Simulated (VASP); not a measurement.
Wanted: the native input for a VASP 6.6.1 run.

```
Task                   : single point
Functional             : LDA
Potentials or basis    : VASP PAW LDA potentials, release 64 (Cs_sv, H)
Cutoff                 : 520 eV
k mesh                 : 6 × 6 × 6
Occupations            : gaussian, width 0.02 eV
Spin                   : no spin polarisation
Dipole correction      : no
Further INCAR settings : ALGO = Normal; EDIFF = 1e-07; NBANDS = 18
```

The structure of CsH lies in POSCAR:

```
CsH
1.0
    3.0663738222      3.0663738222      0.0000000000
   -3.0663738222      3.0663738222      0.0000000000
    0.0000000000      0.0000000000      5.9801917328
Cs H
2 2
Direct
    0.0000000000      0.0000000000      0.0000000000
    0.5000000000      0.5000000000      0.5000000000
    0.5000000000      0.5000000000      0.0000000000
    0.0000000000      0.0000000000      0.5000000000
```

This cell differs from its parent crystal: uniaxial strain along c: -2.0 %.

The input as run:

INCAR

```
SYSTEM = CsH
PREC = Accurate
ENCUT = 520
EDIFF = 1E-7
ISMEAR = 0
SIGMA = 0.02
LREAL = .FALSE.
LASPH = .TRUE.
NELM = 80
ALGO = Normal
ISIF = 2
LWAVE = .FALSE.
LCHARG = .FALSE.
GGA = CA
NBANDS = 18
```

KPOINTS

```
regular mesh
0
G
  6 6 6
  0 0 0
```

Potentials or basis: VASP PAW LDA potentials, release 64 (Cs_sv, H).

Run with:

```sh
$ cat potpaw_LDA.64/Cs_sv/POTCAR potpaw_LDA.64/H/POTCAR > POTCAR
$ mpirun -np 1 vasp_std > vasp.out
```

Results of the run:

```json
{
  "Pressure": "0.2 GPa",
  "Band gap on the k mesh": "1.70 eV"
}
```

Caveat: the cell differs from its parent crystal (uniaxial strain along c: -2.0 %); spin-orbit coupling is left out, which moves the levels of the heavy elements.

It took 110 s on 1 thread of Intel Xeon 8259CL, with other jobs on the host, peak memory 0.22 GiB.
